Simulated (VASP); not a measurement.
# PbSe (Pm-3m) in VASP: further runs

Aim: see how the results for PbSe move with the level of theory and the settings. Levels: PBEsol, r2SCAN+rVV10. Tasks: relaxation of cell and atoms.

All numbers are computed with VASP 6.6.1; they aren't measurements. Logs are shortened: lines on timing, memory, paths and dates and some standing lists are left out, and cuts for length are marked.

### 1 The cell of the first run

The structure is cubic, space group Pm-3m (No. 221). The conventional cell has a = 3.445 Å, b = 3.445 Å, c = 3.445 Å, α = 90.00°, β = 90.00°, γ = 90.00°. Within 3.9 Å of Pb (site symmetry m-3m) lie 8 Se at 2.98 Å and 6 Pb at 3.44 Å. Se (site symmetry m-3m) has 8 Pb at 2.98 Å and 6 Se at 3.44 Å within 3.9 Å.

### 2 Relaxation of cell and atoms, PBEsol

INCAR

```
ALGO     = Normal         # electronic algorithm
EDIFF    = 1E-6           # SCF threshold, eV
EDIFFG   = -0.01          # ionic threshold
ENCUT    = 600            # plane-wave cutoff, eV
GGA      = PS             # functional
IBRION   = 2              # ionic algorithm
ISIF     = 3              # what is computed and relaxed
ISMEAR   = -1             # smearing method
LASPH    = True           # aspherical terms in the spheres
LCHARG   = False          # write CHGCAR
LREAL    = False          # projectors in reciprocal space
LWAVE    = False          # write WAVECAR
NELM     = 100            # most SCF steps
NSW      = 100            # ionic steps
PREC     = Accurate       # precision mode
SIGMA    = 0.03           # smearing width, eV
```

KPOINTS

```
k-points
0
Gamma
  6 6 6
```

POSCAR

```
PbSe
1.0
    3.4449636084      0.0000000000      0.0000000000
    0.0000000000      3.4449636084      0.0000000000
    0.0000000000      0.0000000000      3.4449636084
Pb Se
1 1
Direct
    0.0000000000      0.0000000000      0.0000000000
    0.5000000000      0.5000000000      0.5000000000
```

Potentials or basis: VASP PAW PBE potentials, release 64 (Pb_d, Se).

Launch:

```console
> cat potpaw_PBE.64/Pb_d/POTCAR potpaw_PBE.64/Se/POTCAR > POTCAR
> mpirun -np 1 vasp_std > vasp.out
```

OUTCAR:

```text
EDIFF = 1E-6
   EDIFFG = -0.01
   ENCUT = 600
   GGA = PS
   IBRION = 2
   ISIF = 3
   ISMEAR = -1
   LASPH = True
   LREAL = False
   NELM = 100
   NSW = 100
   PREC = Accurate

 ion  position               nearest neighbor table
   1  0.000  0.000  0.000-   2 2.98   2 2.98   2 2.98   2 2.98   2 2.98   2 2.98   2 2.98   2 2.98

   2  0.500  0.500  0.500-   1 2.98   1 2.98   1 2.98   1 2.98   1 2.98   1 2.98   1 2.98   1 2.98

  LATTYP: Found a simple cubic cell.
 ALAT       =     3.4449636084

  Lattice vectors:

 A1 = (   3.4449636084,   0.0000000000,   0.0000000000)
 A2 = (   0.0000000000,   3.4449636084,   0.0000000000)
 A3 = (   0.0000000000,   0.0000000000,   3.4449636084)

Analysis of symmetry for initial positions (statically):
=====================================================================
 Subroutine PRICEL returns:
 Original cell was already a primitive cell.

 Routine SETGRP: Setting up the symmetry group for a
 simple cubic supercell.

 Subroutine GETGRP returns: Found 48 space group operations
 (whereof 48 operations were pure point group operations)
 out of a pool of 48 trial point group operations.

The static configuration has the point symmetry O_h .

Analysis of symmetry for dynamics (positions and initial velocities):
=====================================================================
 Subroutine PRICEL returns:
 Original cell was already a primitive cell.

 Routine SETGRP: Setting up the symmetry group for a
 simple cubic supercell.

 Subroutine GETGRP returns: Found 48 space group operations
 (whereof 48 operations were pure point group operations)
 out of a pool of 48 trial point group operations.

The dynamic configuration has the point symmetry O_h .

 Subroutine INISYM returns: Found 48 space group operations
 (whereof 48 operations are pure point group operations),
 and found     1 'primitive' translations

----------------------------------------------------------------------------------------

                                     Primitive cell

  volume of cell :      40.8841

  direct lattice vectors                    reciprocal lattice vectors
     3.444963608  0.000000000  0.000000000     0.290278828  0.000000000  0.000000000
     0.000000000  3.444963608  0.000000000     0.000000000  0.290278828  0.000000000
     0.000000000  0.000000000  3.444963608     0.000000000  0.000000000  0.290278828

  length of vectors
     3.444963608  3.444963608  3.444963608     0.290278828  0.290278828  0.290278828

  position of ions in fractional coordinates (direct lattice)
     0.000000000  0.000000000  0.000000000
     0.500000000  0.500000000  0.500000000

  ion indices of the primitive-cell ions
   primitive index   ion index
                 1           1
                 2           2

----------------------------------------------------------------------------------------

 KPOINTS: k-points

Automatic generation of k-mesh.
 Grid dimensions read from file:
 generate k-points for:    6    6    6

 Generating k-lattice:

  Cartesian coordinates                     Fractional coordinates (reciprocal lattice)
     0.048379805  0.000000000  0.000000000     0.166666667  0.000000000  0.000000000
     0.000000000  0.048379805  0.000000000     0.000000000  0.166666667  0.000000000
     0.000000000  0.000000000  0.048379805     0.000000000  0.000000000  0.166666667

  Length of vectors
     0.048379805  0.048379805  0.048379805

  Shift w.r.t. Gamma in fractional coordinates (k-lattice)
     0.000000000  0.000000000  0.000000000

 Subroutine IBZKPT returns following result:
 ===========================================

 Found     20 irreducible k-points:

 Following reciprocal coordinates:
            Coordinates               Weight
  0.000000  0.000000  0.000000      1.000000
  0.166667  0.000000  0.000000      6.000000
  0.333333  0.000000  0.000000      6.000000
  0.500000  0.000000  0.000000      3.000000
  0.166667  0.166667  0.000000     12.000000
  0.333333  0.166667  0.000000     24.000000
[... 12 lines left out ...]
  0.500000  0.500000  0.333333      6.000000
  0.500000  0.500000  0.500000      1.000000
   k-points           NKPTS =     20   k-points in BZ     NKDIM =     20   number of bands    NBANDS=     14
   number of dos      NEDOS =    301   number of ions     NIONS =      2
   total plane-waves  NPLWV =  21952
   dimension x,y,z NGX =    28 NGY =   28 NGZ =   28
   dimension x,y,z NGXF=    56 NGYF=   56 NGZF=   56
   ions per type =               1   1
   NGX,Y,Z   is equivalent  to a cutoff of  13.51, 13.51, 13.51 a.u.
   NGXF,Y,Z  is equivalent  to a cutoff of  27.02, 27.02, 27.02 a.u.
 SYSTEM =  unknown system
   PREC   = accura    normal or accurate (medium, high low for compatibility)
   ISTART =      0    job   : 0-new  1-cont  2-samecut
   ICHARG =      2    charge: 1-file 2-atom 10-const
   ISPIN  =      1    spin polarized calculation?
   LNONCOLLINEAR =      F non collinear calculations
   LSORBIT =      F    spin-orbit coupling
   LASPH  =      T    aspherical Exc in radial PAW
   ENCUT  =  600.0 eV  44.10 Ry    6.64 a.u.   6.88  6.88  6.88*2*pi/ulx,y,z
   NELM   =    100;   NELMIN=  2; NELMDL= -5     # of ELM steps
   EDIFF  = 0.1E-05   stopping-criterion for ELM
   LREAL  =      F    real-space projection
   EDIFFG = -.1E-01   stopping-criterion for IOM
   NSW    =    100    number of steps for IOM
   IBRION =      2    ionic relax: 0-MD 1-quasi-New 2-CG
   NFREE  =      1    steps in history (QN), initial steepest desc. (CG)
   ISIF   =      3    stress and relaxation
   ISYM   =      2    0-nonsym 1-usesym 2-fastsym
   POTIM  = 0.5000    time-step for ionic-motion
   TEBEG  =    0.0;   TEEND  =   0.0 temperature during run
   PSTRESS=    0.0 pullay stress
   NELECT =      20.0000    total number of electrons
   NUPDOWN=      -1.0000    fix difference up-down
   EMIN   =  10.00;   EMAX   =-10.00  energy-range for DOS
   EFERMI =   0.00;   METHOD = LEGACY
   ISMEAR =    -1;   SIGMA  =   0.03  broadening in eV -4-tet -1-fermi 0-gaus
   EFERMI_NEDOS =   21; number of points for ismear=-14 and -15
   IALGO  =     38    algorithm
   IMIX   =      4    mixing-type and parameters
     AMIX     =   0.40;   BMIX     =  1.00
     AMIX_MAG =   1.60;   BMIX_MAG =  1.00
  volume/ion in A,a.u.               =      20.44       137.95
  Fermi-wavevector in a.u.,A,eV,Ry     =   1.289932  2.437618 22.639072  1.663925
  Thomas-Fermi vector in A             =   2.421795
   LORBIT       =      0    0 simple, 1 ext, 2 COOP (PROOUT), +10 PAW based schemes
   GGA     = PS    functional components
   LHFCALC =     F    Hartree Fock is set to
   AEXX    =    0.0000 exact exchange contribution
   IVDW    =     0    specifies the selected vdW correction
   LEPSILON=     F    determine dielectric tensor
   LRPA    =     F    only Hartree local field effects (RPA)
 conjugate gradient relaxation of ions
 non-spin polarized calculation
  energy-cutoff  :      600.00
  volume of cell :       40.88
 maximum number of plane-waves:      1406
 NGX is ok and might be reduce to    28
   NGX = 13   NGY = 13   NGZ = 13

--------------------------------------- Ionic step        1  -------------------------------------------

 number of electron      19.9999995 magnetization

 Free energy of the ion-electron system (eV)
  ---------------------------------------------------
  ext. energy  EPLUGINS =         0.00000000
  ---------------------------------------------------
  free energy    TOTEN  =        -7.98542779 eV

  energy without entropy =       -7.98135489  energy(sigma->0) =       -7.98339134

------------------------ aborting loop because EDIFF is reached ----------------------------------------

  FORCE on cell =-STRESS in cart. coord.  units (eV):
  Direction    XX          YY          ZZ          XY          YZ          ZX
  --------------------------------------------------------------------------------------
  -------------------------------------------------------------------------------------
  Total        5.2907578      5.2907578      5.2907578     -0.0000000     -0.0000000      0.0000000
  in kB      207.3359217    207.3359217    207.3359217     -0.0000000     -0.0000000      0.0000000
  external PRESSURE =     207.3359217 kB  Pullay stress =       0.0000000 kB
[... 21 lines left out ...]
  energy  without entropy=       -7.9813548944  energy(sigma->0) =       -7.98339134

--------------------------------------- Ionic step        2  -------------------------------------------

 number of electron      19.9999993 magnetization

 E-fermi :   4.4479     XC(G=0):  -9.7593

 val. band max:        4.4456801431   @ k =   0.1667   0.1667   0.1667
 cond. band min:       4.5429832391   @ k =   0.5000   0.3333   0.3333
 fundamental gap:      0.0973030960
 Fermi energy:         4.4478593194

 k-point     1 :       0.0000    0.0000    0.0000
  band No.  band energies     occupation
      1     -12.4965      2.00000
      2     -12.4965      2.00000
      3     -12.3781      2.00000
      4     -12.3781      2.00000
      5     -12.3781      2.00000
      6      -8.3483      2.00000
      7      -2.8760      2.00000
      8       3.0873      2.00000
      9       3.0873      2.00000
     10       3.0873      2.00000
     11       9.5121      0.00000
     12       9.5121      0.00000
     13       9.8962      0.00000
     14       9.8962      0.00000
[... 426 lines left out ...]
  energy  without entropy=       -8.4943086274  energy(sigma->0) =       -8.49638424

--------------------------------------- Ionic step        5  -------------------------------------------

 number of electron      19.9999998 magnetization

 Free energy of the ion-electron system (eV)
  ---------------------------------------------------
  ext. energy  EPLUGINS =         0.00000000
  ---------------------------------------------------
  free energy    TOTEN  =        -8.49852502 eV

  energy without entropy =       -8.49436319  energy(sigma->0) =       -8.49644410

 E-fermi :   5.8379     XC(G=0): -10.4358

 val. band max:        5.7969352905   @ k =   0.5000   0.3333   0.3333
 cond. band min:       5.8618772972   @ k =   0.5000   0.5000   0.0000
 fundamental gap:      0.0649420067
 Fermi energy:         5.8378664109

 k-point     1 :       0.0000    0.0000    0.0000
  band No.  band energies     occupation
      1     -10.9181      2.00000
      2     -10.9181      2.00000
      3     -10.7331      2.00000
      4     -10.7331      2.00000
      5     -10.7331      2.00000
      6      -7.7670      2.00000
      7      -1.0076      2.00000
      8       4.2350      2.00000
      9       4.2350      2.00000
     10       4.2350      2.00000
     11      10.8843      0.00000
     12      10.8843      0.00000
     13      12.4286      0.00000
     14      12.4286      0.00000
[... 350 lines left out ...]
  FREE ENERGIE OF THE ION-ELECTRON SYSTEM (eV)
  ---------------------------------------------------
  free  energy   TOTEN  =        -8.4985250170 eV

  energy  without entropy=       -8.4943631851  energy(sigma->0) =       -8.49644410

 reached required accuracy - stopping structural energy minimisation
```

Run time: 53 s. Hardware: 1 thread of Intel Xeon 8259CL, shared host; peak memory 0.17 GiB.

Results:

```yaml
Free_energy: -8.4985 eV
Relaxed_volume: 25.36 Å³/atom
Relaxed_cell: a = 3.702 Å, b = 3.702 Å, c = 3.702 Å, α = 90.00°, β = 90.00°, γ = 90.00°
Space_group_after_relaxing_to_0.1_Å: Pm-3m (No. 221)
Energy_gained_by_relaxing: 256.5 meV/atom
Ionic_steps: 5
Pressure_after_relaxing: 0.0 GPa
Band_gap_on_the_k_mesh: zero (bands 10 and 11 overlap by 1.03 eV)
```

Step by step:
```csv
step,energy change (eV),largest force (eV/Å),pressure (GPa),volume (Å³)
1,0.0000,0.0000,20.73,40.88
2,-0.3492,0.0000,-5.80,58.62
3,-0.5131,0.0000,0.08,50.67
4,-0.5130,0.0000,-0.15,50.88
5,-0.5131,0.0000,0.02,50.72
```

Final structure:
```yaml
crystal:
  lattice:
    - [3.70171, 0.00000, 0.00000]
    - [0.00000, 3.70171, 0.00000]
    - [0.00000, 0.00000, 3.70171]
  atoms:
    - { symbol: Pb, position: [0.00000, 0.00000, 0.00000] }
    - { symbol: Se, position: [0.50000, 0.50000, 0.50000] }
```

Caveat: the volume moved by over 15 % at a fixed basis, so the end points are rough; the PAW data sets were made with another functional, which shifts forces and pressure a little; spin-orbit coupling is left out, which moves the levels of the heavy elements.

### 3 Relaxation of cell and atoms, r2SCAN+rVV10

This run uses another cell than the first one, of 25.37 Å³/atom.

POSCAR

```
PbSe
1.0
    3.7019272717      0.0000000000      0.0000000000
    0.0000000000      3.7019272717      0.0000000000
    0.0000000000      0.0000000000      3.7019272717
Pb Se
1 1
Direct
    0.0000000000      0.0000000000      0.0000000000
    0.5000000000      0.5000000000      0.5000000000
```

INCAR.step1

```
PREC = Accurate
ENCUT = 600
ISMEAR = -1
SIGMA = 0.03
LREAL = F
LASPH = T
NELM = 60
GGA = PE
ALGO = Normal
EDIFF = 1E-4
LWAVE = T
LCHARG = F
```

INCAR.step2

```
PREC = Accurate
ENCUT = 600
EDIFF = 1E-6
ISMEAR = -1
SIGMA = 0.03
LREAL = F
LASPH = T
NELM = 60
ALGO = Normal
ISIF = 3
LWAVE = F
LCHARG = F
METAGGA = R2SCAN
LMIXTAU = T
LUSE_VDW = T
IVDW_NL = 2
BPARAM = 11.95
CPARAM = 0.0093
IBRION = 2
NSW = 100
EDIFFG = -0.01
ISTART = 1
```

KPOINTS

```
regular mesh
0
Gamma
  6 6 6
```

Potentials or basis: VASP PAW PBE potentials, release 64 (Pb_d, Se).

Launch:

```console
> cat potpaw_PBE.64/Pb_d/POTCAR potpaw_PBE.64/Se/POTCAR > POTCAR
> cp INCAR.step1 INCAR
> mpirun -np 1 vasp_std > vasp.out
> cp INCAR.step2 INCAR
> mpirun -np 1 vasp_std > vasp.out
```

It took 5.1 min on 1 thread of Intel Xeon 8259CL, shared host; peak memory 0.3 GiB.

It converged, with:

| Quantity | Value |
| --- | --- |
| Free energy | -70.9270 eV |
| Relaxed volume | 26.31 Å³/atom |
| Relaxed cell | a = 3.747 Å, b = 3.747 Å, c = 3.747 Å, α = 90.00°, β = 90.00°, γ = 90.00° |
| Space group after relaxing (to 0.1 Å) | Pm-3m (No. 221) |
| Energy gained by relaxing | 5.9 meV/atom |
| Ionic steps | 3 |
| Pressure after relaxing | 0.0 GPa |
| Band gap on the k mesh | zero (bands 10 and 11 overlap by 0.65 eV) |

The path:
```
step  energy change (eV)  largest force (eV/Å)  pressure (GPa)  volume (Å³)
   1              0.0000                0.0000            2.09        50.73
   2             -0.0107                0.0000           -0.51        53.20
   3             -0.0118                0.0000            0.01        52.62
```

Final structure:
```
Pb Se
1.0
     3.74721    0.00000    0.00000
     0.00000    3.74721    0.00000
     0.00000    0.00000    3.74721
Pb Se
1 1
Cartesian
  0.0000 0.0000 0.0000
  1.8736 1.8736 1.8736
```

Levels at points of the mesh, in eV from the Fermi level:
```csv
k point,band 6,band 7,band 8,band 9,band 10,band 11,band 12,band 13,band 14
"(0.00, 0.00, 0.00)",-14.01,-7.24,-1.78,-1.78,-1.78,5.46,5.46,6.49,6.49
"(0.50, 0.00, 0.00)",-12.84,-9.48,-0.46,-0.46,-0.34,0.31,3.54,3.54,6.86
"(0.50, 0.50, 0.00)",-12.10,-7.83,-4.75,-4.75,-0.19,4.42,4.42,5.25,7.35
"(0.50, 0.50, 0.50)",-11.84,-6.70,-2.65,-2.65,-2.65,-0.64,-0.64,-0.64,15.01
```

Caveat: semilocal functionals underestimate gaps, so a narrow gap can read as zero; the PAW data sets were made with another functional, which shifts forces and pressure a little; spin-orbit coupling is left out, which moves the levels of the heavy elements.
